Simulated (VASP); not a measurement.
# PbS in VASP: single point with PBE

Aim: the single point of PbS with PBE.

All numbers are computed with VASP 6.6.1; they aren't measurements. Logs are shortened: lines on timing, memory, paths and dates and some standing lists are left out, and cuts for length are marked.

### Step 1. The cell of the first run

The cell holds a slab with vacuum, 4 atoms: a = 4.316 Å, b = 4.316 Å, c = 11.314 Å, α = 94.02°, β = 94.02°, γ = 90.05°.

### Step 2. Single point, PBE, non-collinear spin, zero start, spin-orbit coupling (volume scaled by 1.05)

File INCAR:

```
SYSTEM = PbS
  ALGO = Normal
  EDIFF = 1E-6
  ENCUT = 500
  GGA = PE
  GGA_COMPAT = .False.
  ISIF = 2
  ISMEAR = 0
  LASPH = .True.
  LCHARG = .False.
  LORBIT = 11
  LORBMOM = .True.
  LREAL = .False.
  LSORBIT = .True.
  LWAVE = .False.
  MAGMOM = 0 0 0 0 0 0 0 0 0 0 0 0
  NBANDS = 54
  NELM = 200
  PREC = Accurate
  SIGMA = 0.05
```

File KPOINTS:

```
k-points
0
Gamma
  4 4 2
  0 0 0
```

File POSCAR:

```
PbS
1.0
    3.0502642181     -3.0529253815     -0.0001043998
    3.0502642181      3.0529253815     -0.0001043998
   -1.1207822871      0.0000000000     11.2586660661
Pb S
2 2
Direct
    0.7734373237      0.7734373237      0.6269512886
    0.2265626763      0.2265626763      0.3730487114
    0.2712708833      0.2712708833      0.6159437421
    0.7287291167      0.7287291167      0.3840562579
```

Potentials or basis: VASP PAW PBE potentials, release 64 (Pb_d, S).

Started as:

```
$ cat potpaw_PBE.64/Pb_d/POTCAR potpaw_PBE.64/S/POTCAR > POTCAR
$ mpirun -np 1 vasp_ncl > vasp.out
```

OUTCAR:

```text
SYSTEM = PbS
   EDIFF = 1E-6
   ENCUT = 500
   GGA = PE
   ISIF = 2
   ISMEAR = 0
   LASPH = .True.
   LORBIT = 11
   LREAL = .False.
   LSORBIT = .True.
   NELM = 200
   PREC = Accurate

 ion  position               nearest neighbor table
   1  0.773  0.773  0.627-   4 2.73   3 3.05   3 3.05   3 3.06   3 3.06
   2  0.227  0.227  0.373-   3 2.73   4 3.05   4 3.05   4 3.06   4 3.06
   3  0.271  0.271  0.616-   2 2.73   1 3.05   1 3.05   1 3.06   1 3.06
   4  0.729  0.729  0.384-   1 2.73   2 3.05   2 3.05   2 3.06   2 3.06

  LATTYP: Found a base centered monoclinic cell.
 ALAT       =     6.1005284398
 B/A-ratio  =     1.0008724364
 C/A-ratio  =     1.8546450027
 COS(beta)  =    -0.0990928458

  Lattice vectors:

 A1 = (   3.0502642181,  -3.0529253815,  -0.0001043998)
 A2 = (   3.0502642181,   3.0529253815,  -0.0001043998)
 A3 = (  -1.1207822871,   0.0000000000,  11.2586660661)

Analysis of symmetry for initial positions (statically):
=====================================================================
 Subroutine PRICEL returns:
 Original cell was already a primitive cell.

 Routine SETGRP: Setting up the symmetry group for a
 base centered monoclinic supercell.

 Subroutine GETGRP returns: Found  4 space group operations
 (whereof  4 operations were pure point group operations)
 out of a pool of  4 trial point group operations.

The static configuration has the point symmetry C_2h.

Analysis of symmetry for dynamics (positions and initial velocities):
=====================================================================
 Subroutine PRICEL returns:
 Original cell was already a primitive cell.

 Routine SETGRP: Setting up the symmetry group for a
 base centered monoclinic supercell.

 Subroutine GETGRP returns: Found  4 space group operations
 (whereof  4 operations were pure point group operations)
 out of a pool of  4 trial point group operations.

The dynamic configuration has the point symmetry C_2h.

Analysis of structural, dynamic, and magnetic symmetry:
=====================================================================
 Subroutine PRICEL returns:
 Original cell was already a primitive cell.

 Routine SETGRP: Setting up the symmetry group for a
 base centered monoclinic supercell.

 Subroutine GETGRP returns: Found  4 space group operations
 (whereof  4 operations were pure point group operations)
 out of a pool of  4 trial point group operations.

The overall configuration has the point symmetry C_2h.

 Subroutine INISYM returns: Found  4 space group operations
 (whereof  4 operations are pure point group operations),
 and found     1 'primitive' translations

----------------------------------------------------------------------------------------

                                     Primitive cell

  volume of cell :     209.6858

  direct lattice vectors                    reciprocal lattice vectors
     3.050264218 -3.052925382 -0.000104400     0.163920785 -0.163777341  0.016318053
     3.050264218  3.052925382 -0.000104400     0.163920785  0.163777341  0.016318053
    -1.120782287  0.000000000 11.258666066     0.000003040  0.000000000  0.088820772

  length of vectors
     4.315607164  4.315607164 11.314314585     0.232291454  0.232291454  0.088820772

  position of ions in fractional coordinates (direct lattice)
     0.773437324  0.773437324  0.626951289
     0.226562676  0.226562676  0.373048711
     0.271270883  0.271270883  0.615943742
     0.728729117  0.728729117  0.384056258

  ion indices of the primitive-cell ions
   primitive index   ion index
                 1           1
                 2           2
                 3           3
                 4           4

----------------------------------------------------------------------------------------
[... 103 lines left out ...]

 Free energy of the ion-electron system (eV)
  ---------------------------------------------------
  ext. energy  EPLUGINS =         0.00000000
  ---------------------------------------------------
  free energy    TOTEN  =       -18.05681204 eV

  energy without entropy =      -18.05681204  energy(sigma->0) =      -18.05681204

 E-fermi :   0.1894     XC(G=0):  -5.8145

 val. band max:       -0.0678182153   @ k =   0.5000   0.0000   0.5000
 cond. band min:       1.7014519677   @ k =   0.5000   0.0000   0.5000
 fundamental gap:      1.7692701831
 Fermi energy:         0.1894467274

 k-point     1 :       0.0000    0.0000    0.0000
  band No.  band energies     occupation
      1     -17.4795      1.00000
      2     -17.4795      1.00000
      3     -17.4774      1.00000
      4     -17.4774      1.00000
      5     -17.4737      1.00000
      6     -17.4737      1.00000
[... 759 lines left out ...]
     51       5.8729      0.00000
     52       5.8729      0.00000
 [bands above 52 left out]

------------------------ aborting loop because EDIFF is reached ----------------------------------------

  FORCE on cell =-STRESS in cart. coord.  units (eV):
  Direction    XX          YY          ZZ          XY          YZ          ZX
  --------------------------------------------------------------------------------------
  -------------------------------------------------------------------------------------
  Total       -1.5608626     -1.6114702     -1.8245916      0.0000000      0.0000000      0.0006479
  in kB      -11.9263118    -12.3129968    -13.9414248      0.0000000      0.0000000      0.0049509
  external PRESSURE =     -12.7269111 kB  Pullay stress =       0.0000000 kB

 VOLUME and BASIS-vectors are now :
 -----------------------------------------------------------------------------
  energy-cutoff  :      500.00
  volume of cell :      209.69
      direct lattice vectors                 reciprocal lattice vectors
     3.050264218 -3.052925382 -0.000104400     0.163920785 -0.163777341  0.016318053
     3.050264218  3.052925382 -0.000104400     0.163920785  0.163777341  0.016318053
    -1.120782287  0.000000000 11.258666066     0.000003040  0.000000000  0.088820772

 POSITION                                       TOTAL-FORCE (eV/Angst)
 -----------------------------------------------------------------------------------
      4.01570      0.00000      7.05847         0.000121      0.000000     -0.354505
      0.96405      0.00000      4.19998        -0.000121      0.000000      0.354505
      0.96456      0.00000      6.93465         0.000101      0.000000     -0.292684
      4.01519      0.00000      4.32381        -0.000101      0.000000      0.292684
 -----------------------------------------------------------------------------------
    total drift:                                0.000000      0.000000     -0.000000

  FREE ENERGIE OF THE ION-ELECTRON SYSTEM (eV)
  ---------------------------------------------------
  free  energy   TOTEN  =       -18.0568120425 eV

  energy  without entropy=      -18.0568120425  energy(sigma->0) =      -18.05681204

 orbital moment (x)

 # of ion     p       d       tot
 ----------------------------------------
  1        -0.000   0.000  -0.000
  2        -0.000   0.000  -0.000
  3         0.000   0.000   0.000
  4         0.000   0.000   0.000
 ----------------------------------------
           -0.000   0.000  -0.000

 orbital moment (y)

 # of ion     p       d       tot
 ----------------------------------------
  1        -0.000  -0.000  -0.000
  2        -0.000  -0.000  -0.000
  3         0.000   0.000   0.000
  4         0.000   0.000   0.000
 ----------------------------------------
           -0.000  -0.000  -0.000

 orbital moment (z)

 # of ion     p       d       tot
 ----------------------------------------
  1         0.000   0.000   0.000
  2         0.000   0.000   0.000
  3         0.000   0.000   0.000
  4         0.000   0.000   0.000
 ----------------------------------------
            0.000   0.000   0.000

 Spin-Orbit-Coupling matrix elements

 Ion:    1  E_soc:     -0.8174359
 l=   1
     0.0000000    -0.0725378    -0.0636618
    -0.0725378     0.0000000    -0.0725759
    -0.0636618    -0.0725759     0.0000000
 l=   2
     0.0000000    -0.0134092     0.0000000    -0.0134094    -0.0531763
    -0.0134092     0.0000000    -0.0399988    -0.0134090    -0.0132712
     0.0000000    -0.0399988     0.0000000    -0.0399981     0.0000000
    -0.0134094    -0.0134090    -0.0399981     0.0000000    -0.0132705
    -0.0531763    -0.0132712     0.0000000    -0.0132705     0.0000000
 l=   3
     0.0000000     0.0000000     0.0000000     0.0000000     0.0000000     0.0000000     0.0000000
     0.0000000     0.0000000     0.0000000     0.0000000     0.0000000     0.0000000     0.0000000
     0.0000000     0.0000000     0.0000000     0.0000000     0.0000000     0.0000000     0.0000000
     0.0000000     0.0000000     0.0000000     0.0000000     0.0000000     0.0000000     0.0000000
[... 49 lines left out ...]
 l=   2
     0.0000000     0.0000000     0.0000000     0.0000000     0.0000000
     0.0000000     0.0000000     0.0000000     0.0000000     0.0000000
     0.0000000     0.0000000     0.0000000     0.0000000     0.0000000
     0.0000000     0.0000000     0.0000000     0.0000000     0.0000000
     0.0000000     0.0000000     0.0000000     0.0000000     0.0000000
 l=   3
     0.0000000     0.0000000     0.0000000     0.0000000     0.0000000     0.0000000     0.0000000
     0.0000000     0.0000000     0.0000000     0.0000000     0.0000000     0.0000000     0.0000000
     0.0000000     0.0000000     0.0000000     0.0000000     0.0000000     0.0000000     0.0000000
     0.0000000     0.0000000     0.0000000     0.0000000     0.0000000     0.0000000     0.0000000
     0.0000000     0.0000000     0.0000000     0.0000000     0.0000000     0.0000000     0.0000000
     0.0000000     0.0000000     0.0000000     0.0000000     0.0000000     0.0000000     0.0000000
     0.0000000     0.0000000     0.0000000     0.0000000     0.0000000     0.0000000     0.0000000

 total charge

# of ion       s       p       d       tot
------------------------------------------
    1        1.455   0.535   9.839  11.829
    2        1.455   0.535   9.839  11.829
    3        1.350   2.317   0.000   3.668
    4        1.350   2.317   0.000   3.668
--------------------------------------------------
tot          5.610   5.706  19.677  30.993

 magnetization (x)

# of ion       s       p       d       tot
------------------------------------------
    1        0.000   0.000   0.000   0.000
    2        0.000   0.000   0.000   0.000
    3        0.000   0.000   0.000   0.000
    4        0.000   0.000   0.000   0.000
--------------------------------------------------
tot          0.000   0.000   0.000   0.000

 magnetization (y)

# of ion       s       p       d       tot
------------------------------------------
    1        0.000   0.000   0.000   0.000
    2        0.000   0.000   0.000   0.000
    3       -0.000  -0.000   0.000  -0.000
    4       -0.000  -0.000   0.000  -0.000
--------------------------------------------------
tot          0.000  -0.000   0.000  -0.000

 magnetization (z)

# of ion       s       p       d       tot
------------------------------------------
    1        0.000   0.000   0.000   0.000
    2        0.000   0.000   0.000   0.000
    3        0.000   0.000   0.000   0.000
    4        0.000   0.000   0.000   0.000
--------------------------------------------------
tot          0.000   0.000   0.000   0.000
```

It took 9.2 min on 1 thread of Intel Xeon 6975P-C, shared host; peak memory 0.72 GiB.

Results:

```
Free energy                                           : -18.0568 eV
Largest force                                         : 0.355 eV/Å
Net moment                                            : 0.00 μB per cell
Valence electrons inside the program's atomic spheres : Pb 11.83; S 3.67
```

Forces on the atoms (eV/Å):
```
Pb   0.000  0.000 -0.355
Pb   0.000  0.000  0.355
S    0.000  0.000 -0.293
S    0.000  0.000  0.293
```

Moments on the atoms (μB; x, y, z):
```
Pb  0.00 0.00 0.00
Pb  0.00 0.00 0.00
S   0.00 0.00 0.00
S   0.00 0.00 0.00
```

Caveat: the k points lie up to 0.36 Å⁻¹ apart.
